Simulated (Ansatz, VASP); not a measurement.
## S in VASP and in Ansatz

```
S
1.0
     0.00000    1.63447    1.63447
     1.63447    0.00000    1.63447
     1.63447    1.63447    0.00000
S
1
Direct
  0.00000 0.00000 0.00000
```

Change from the starting cell: volume scaled by 0.55, LAPW.

Alike in both runs: task single point; functional PBE; k mesh 16 × 16 × 16; occupations fermi-dirac, width 0.08 eV; no spin polarisation.

|  | VASP | Ansatz |
| --- | --- | --- |
| version | VASP 6.6.1 | Ansatz 0.2.0 |
| potentials or method | VASP PAW PBE potentials, release 64 (S), cutoff 520 eV | all-electron LAPW, scalar-relativistic |

Ansatz gave:

* pressure (GPa): 156.8

Question: Which values does VASP return?

Answer: Pressure (GPa): 154.4.

Both programs put the cell under a high pressure, so it lies far from rest at this level. Ansatz ran all-electron here, and VASP with PAW potentials.

Noted on VASP's run: the cell as given lies far from equilibrium.
